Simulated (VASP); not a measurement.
# Te3Pt2Se (R-3m) in VASP: further runs, part 2 of 2

VASP 6.6.1. Earlier steps stand in the parts before.

**3. Single point, PBE**

This run uses another cell than the first one, of 33.18 Å³/atom, 1.040 times its volume.

INCAR reads:

```
PREC = Accurate
ENCUT = 520
EDIFF = 1E-6
ISMEAR = 0
SIGMA = 0.1
LREAL = F
LASPH = T
NELM = 60
ALGO = Normal
ISIF = 2
LWAVE = F
LCHARG = T
GGA = PE
LELF = T
LVHAR = T
NBANDS = 31
```

KPOINTS reads:

```
regular mesh
0
Gamma
  3 3 3
```

POSCAR reads:

```
Te3Pt2Se
1.0
    3.2976311100      1.9038882100      5.2850393200
   -3.2976311100      1.9038882100      5.2850393200
    0.0000000000     -3.8077764200      5.2850393200
Te Pt Se
3 2 1
Direct
    0.5000000000      0.5000000000      0.0000000000
    0.0000000000      0.5000000000      0.5000000000
    0.5000000000      0.0000000000      0.5000000000
    0.7576956800      0.7576956800      0.7576956800
    0.2423043200      0.2423043200      0.2423043200
    0.5000000000      0.5000000000      0.5000000000
```

Potentials or basis: VASP PAW PBE potentials, release 64 (Te, Pt, Se).

Command:

```bash
$ cat potpaw_PBE.64/Te/POTCAR potpaw_PBE.64/Pt/POTCAR potpaw_PBE.64/Se/POTCAR > POTCAR
$ mpirun -np 1 vasp_std > vasp.out
```

Run time: 36 s. Hardware: 1 thread of AMD EPYC 9R45 (Zen 5), shared host; peak memory 0.3 GiB.

Results (log left out):

```
Free energy            : -18.4071 eV
Pressure               : 12.3 GPa
Largest force          : 5.088 eV/Å
Band gap on the k mesh : zero (band 22 reaches 4.99 eV, above the bottom of band 23 at 4.19 eV)
```

Forces in eV/Å, atoms in the order of the input:
```
Te   0.000  0.000  0.000
Te   0.000  0.000  0.000
Te   0.000  0.000  0.000
Pt   0.000  0.000  5.088
Pt   0.000  0.000 -5.088
Se   0.000  0.000  0.000
```

Stress tensor (GPa, compression positive):
```
13.46  0.00  0.00
 0.00 13.46  0.00
 0.00  0.00  9.98
```

Levels at points of the mesh, in eV from the Fermi level:
| k point | band 19 | band 20 | band 21 | band 22 | band 23 | band 24 | band 25 | band 26 |
| --- | --- | --- | --- | --- | --- | --- | --- | --- |
| (0.00, 0.00, 0.00) | -1.27 | -1.27 | -0.58 | 0.76 | 1.29 | 1.29 | 1.60 | 3.04 |

Caveat: the k points lie up to 0.39 Å⁻¹ apart; spin-orbit coupling is left out, which moves the levels of the heavy elements; forces of over 1 eV/Å act on the atoms, so gaps and moduli don't describe the material at rest.

**4. Relaxation of cell and atoms, PBE**

This run uses another cell than the first one, of 33.18 Å³/atom, 1.040 times its volume.

INCAR reads:

```
SYSTEM = Te3Pt2Se
  PREC = Accurate
  ENCUT = 600
  EDIFF = 1E-6
  ISMEAR = 0
  SIGMA = 0.1
  LREAL = .FALSE.
  LASPH = .TRUE.
  NELM = 60
  ALGO = Normal
  ISIF = 3
  LWAVE = .FALSE.
  LCHARG = .FALSE.
  GGA = PE
  IBRION = 2
  NSW = 90
  EDIFFG = -0.04
```

KPOINTS reads:

```
Automatic mesh
0
G
  3 3 3
  0 0 0
```

POSCAR is that of step 3.

Command:

```bash
$ cat potpaw_PBE.64/Te/POTCAR potpaw_PBE.64/Pt/POTCAR potpaw_PBE.64/Se/POTCAR > POTCAR
$ mpirun -np 1 vasp_std > vasp.out
```

Run time: 8.1 min. Hardware: 1 thread of AMD EPYC 9R45 (Zen 5), shared host; peak memory 0.42 GiB.

Results (log left out):

```
Free energy                            : -21.7075 eV
Relaxed volume                         : 32.77 Å³/atom
Relaxed cell                           : a = 5.871 Å, b = 5.871 Å, c = 5.871 Å, α = 81.77°, β = 81.77°, γ = 81.77°
Space group after relaxing (to 0.05 Å) : R-3m (No. 166)
Energy gained by relaxing              : 550.0 meV/atom
Ionic steps                            : 17
Pressure after relaxing                : -0.1 GPa
Largest force after relaxing           : 0.034 eV/Å
Band gap on the k mesh                 : zero (band 22 reaches 4.26 eV, above the bottom of band 23 at 4.17 eV)
```

Forces on the atoms (eV/Å):
```
Te   0.000  0.000  0.000
Te   0.000  0.000  0.000
Te   0.000  0.000  0.000
Pt   0.000  0.000  0.034
Pt   0.000  0.000 -0.034
Se   0.000  0.000  0.000
```

The path:
```
step  energy change (eV)  largest force (eV/Å)  pressure (GPa)  volume (Å³)
   1              0.0000                5.0886           12.32       199.09
   2             -0.1884                1.9667           -6.21       281.90
   3             -1.6360                0.3513           -1.12       234.68
   4             -1.6392                0.4602           -0.84       233.31
   5             -1.6396                0.5189           -0.68       232.59
   6             -1.8128                0.4411           -0.56       229.23
   7             -2.3877                0.3426           -0.01       218.07
   8             -3.1781                0.8745            3.12       190.63
   9             -3.2796                0.3780            1.26       193.68
  10             -3.2967                0.0256           -0.09       196.15
  11             -3.2977                0.0857            0.14       195.71
  12             -3.2977                0.0994            0.20       195.61
  13             -3.2985                0.0922            0.17       195.79
  14             -3.2999                0.0706            0.07       196.34
  15             -3.2999                0.0651            0.04       196.45
  16             -3.3001                0.0479            0.01       196.55
  17             -3.3002                0.0338           -0.06       196.62
```

Final structure:
```
CELL_PARAMETERS angstrom
3.84260 2.21852 3.84411
-3.84260 2.21852 3.84411
0.00000 -4.43705 3.84411
ATOMIC_POSITIONS crystal
Te 0.50000 0.50000 0.00000
Te 0.00000 0.50000 0.50000
Te 0.50000 0.00000 0.50000
Pt 0.78780 0.78780 0.78780
Pt 0.21220 0.21220 0.21220
Se 0.50000 0.50000 0.50000
```

Levels at points of the mesh, in eV from the Fermi level:
```
           k point  band 18  band 19  band 20  band 21  band 22  band 23  band 24  band 25  band 26
(0.00, 0.00, 0.00)    -1.36    -0.54    -0.54    -0.41    -0.16     1.07     1.07     2.90     3.06
```

Caveat: the k points lie up to 0.36 Å⁻¹ apart in the final cell; spin-orbit coupling is left out, which moves the levels of the heavy elements.

**5. Single point, PBE**

This run uses another cell than the first one, of 31.16 Å³/atom, 0.976 times its volume.

INCAR reads:

```
SYSTEM = Te3Pt2Se
PREC     = Accurate       ! precision mode
ENCUT    = 520            ! plane-wave cutoff, eV
EDIFF    = 1E-6           ! SCF threshold, eV
ISMEAR   = 0              ! smearing method
SIGMA    = 0.1            ! smearing width, eV
LREAL    = .FALSE.        ! projectors in reciprocal space
LASPH    = .TRUE.         ! aspherical terms in the spheres
NELM     = 80             ! most SCF steps
ALGO     = Normal         ! electronic algorithm
ISIF     = 2              ! what is computed and relaxed
LWAVE    = .FALSE.        ! write WAVECAR
LCHARG   = .TRUE.         ! write CHGCAR
GGA      = PE             ! functional
LELF     = .TRUE.         ! ELF
LVHAR    = .TRUE.       
NBANDS   = 31             ! bands
```

KPOINTS reads:

```
Automatic mesh
0
G
  6 6 6
  0 0 0
```

POSCAR reads:

```
Te3Pt2Se
1.0
    3.7077910497      2.1406941606      3.9253880617
   -3.7077910497      2.1406941606      3.9253880617
    0.0000000000     -4.2813883213      3.9253880617
Te Pt Se
3 2 1
Direct
    0.5000000000      0.5000000000      0.0000000000
    0.0000000000      0.5000000000      0.5000000000
    0.5000000000      0.0000000000      0.5000000000
    0.7980247835      0.7980247835      0.7980247835
    0.2019752165      0.2019752165      0.2019752165
    0.5000000000      0.5000000000      0.5000000000
```

Command:

```bash
$ cat potpaw_PBE.64/Te/POTCAR potpaw_PBE.64/Pt/POTCAR potpaw_PBE.64/Se/POTCAR > POTCAR
$ mpirun -np 1 vasp_std > vasp.out
```

Run time: 2.1 min. Hardware: 1 thread of AMD EPYC 9R45 (Zen 5), shared host; peak memory 0.4 GiB.

The run converged. Its results:

```
Free energy            : -22.0462 eV
Pressure               : -0.1 GPa
Largest force          : 0.023 eV/Å
Band gap on the k mesh : zero (band 22 reaches 4.85 eV, above the bottom of band 23 at 4.02 eV)
```

Forces on the atoms (eV/Å):
```
Te   0.000  0.000  0.000
Te   0.000  0.000  0.000
Te   0.000  0.000  0.000
Pt   0.000  0.000 -0.023
Pt   0.000  0.000  0.023
Se   0.000  0.000  0.000
```

Levels at points of the mesh, in eV from the Fermi level:
```tsv
k point	band 20	band 21	band 22	band 23	band 24	band 25
(0.00, 0.00, 0.00)	-0.30	-0.22	-0.02	1.45	1.45	3.16
(0.50, 0.00, 0.00)	-0.66	-0.49	-0.47	-0.25	0.92	1.36
(0.50, 0.50, 0.00)	-0.85	-0.58	-0.54	-0.46	-0.10	1.78
(0.50, 0.50, 0.50)	-0.97	-0.76	-0.76	-0.16	0.02	0.43
```

Caveat: spin-orbit coupling is left out, which moves the levels of the heavy elements.

**6. Single point, PBE, collinear spin, ferromagnetic start**

INCAR reads:

```
SYSTEM = Te3Pt2Se
PREC = Accurate
ENCUT = 520
EDIFF = 1E-7
ISMEAR = 0
SIGMA = 0.1
LREAL = .FALSE.
LASPH = .TRUE.
NELM = 150
ALGO = Normal
ISIF = 2
LWAVE = .FALSE.
LCHARG = .FALSE.
ISPIN = 2
MAGMOM = 0 0 0 1 1 0
LORBIT = 11
LMAXMIX = 4
GGA = PE
NBANDS = 35
```

KPOINTS reads:

```
regular mesh
0
G
  3 3 3
  0 0 0
```

POSCAR reads:

```
Te3Pt2Se
1.0
    3.8083536828      2.1987540239      3.8111932934
   -3.8083536828      2.1987540239      3.8111932934
    0.0000000000     -4.3975080478      3.8111932934
Te Pt Se
3 2 1
Direct
    0.5000000000      0.5000000000      0.0000000000
    0.0000000000      0.5000000000      0.5000000000
    0.5000000000      0.0000000000      0.5000000000
    0.7936579744      0.7936579744      0.7936579744
    0.2063420256      0.2063420256      0.2063420256
    0.5000000000      0.5000000000      0.5000000000
```

Potentials or basis: VASP PAW PBE potentials, release 64 (Te, Pt, Se).

Command:

```bash
$ cat potpaw_PBE.64/Te/POTCAR potpaw_PBE.64/Pt/POTCAR potpaw_PBE.64/Se/POTCAR > POTCAR
$ mpirun -np 1 vasp_std > vasp.out
```

Wall time 67 s (1 thread of AMD EPYC 9R45 (Zen 5), shared host); peak memory 0.39 GiB.

The run converged. Its results:

```yaml
Free_energy: -21.7141 eV
Pressure: -0.1 GPa
Largest_force: 0.024 eV/Å
Net_moment: 0.00 μB per cell
Valence_electrons_inside_the_program's_atomic_spheres: Te 3.27; Pt 9.16; Se 3.70
```

Forces in eV/Å, atoms in the order of the input:
```
Te   0.000  0.000  0.000
Te   0.000  0.000  0.000
Te   0.000  0.000  0.000
Pt   0.000  0.000 -0.024
Pt   0.000  0.000  0.024
Se   0.000  0.000  0.000
```

Levels at points of the mesh, in eV from the Fermi level:
Spin up:
```tsv
k point	band 20	band 21	band 22	band 23	band 24	band 25
(0.00, 0.00, 0.00)	-0.49	-0.40	-0.27	1.06	1.06	2.79
```
Spin down:
```csv
k point,band 19,band 20,band 21,band 22,band 23,band 24,band 25,band 26
"(0.00, 0.00, 0.00)",-0.49,-0.49,-0.40,-0.27,1.06,1.06,2.79,3.05
```

Caveat: the k points lie up to 0.37 Å⁻¹ apart; spin-orbit coupling is left out, which moves the levels of the heavy elements.

**7. Overview**

| task | spin | cell | k mesh | cutoff (eV) | gap on the mesh (eV) | pressure (GPa) | largest force (eV/Å) |
| --- | --- | --- | --- | --- | --- | --- | --- |
| single point | off | a = 5.819 Å, angles 81.8°, 6 atoms | 3 × 3 × 3 | 520 | - | -0.1 | 0.02 |
| single point | off | a = 6.514 Å, angles 60.8°, 6 atoms | 3 × 3 × 3 | 520 | none | 12.3 | 5.09 |
| relaxation of cell and atoms | off | relaxed from a = 6.514 Å, angles 60.8°, 6 atoms | 3 × 3 × 3 | 600 | none | -0.1 | 0.03 |
| single point | off | a = 5.809 Å, angles 79.3°, 6 atoms | 6 × 6 × 6 | 520 | none | -0.1 | 0.02 |
| single point | collinear, ferromagnetic start | a = 5.819 Å, angles 81.8°, 6 atoms | 3 × 3 × 3 | 520 | - | -0.1 | 0.02 |

Alike in all rows: level PBE; potentials or basis VASP PAW PBE potentials, release 64 (Te, Pt, Se); smearing gaussian 0.1 eV.

Caveats: some runs use coarse meshes; spin-orbit coupling is left out, which moves the levels of the heavy elements; forces of over 1 eV/Å act on the atoms, so gaps and moduli don't describe the material at rest (some runs).

Absolute energies hang on the potentials; compare differences alone.
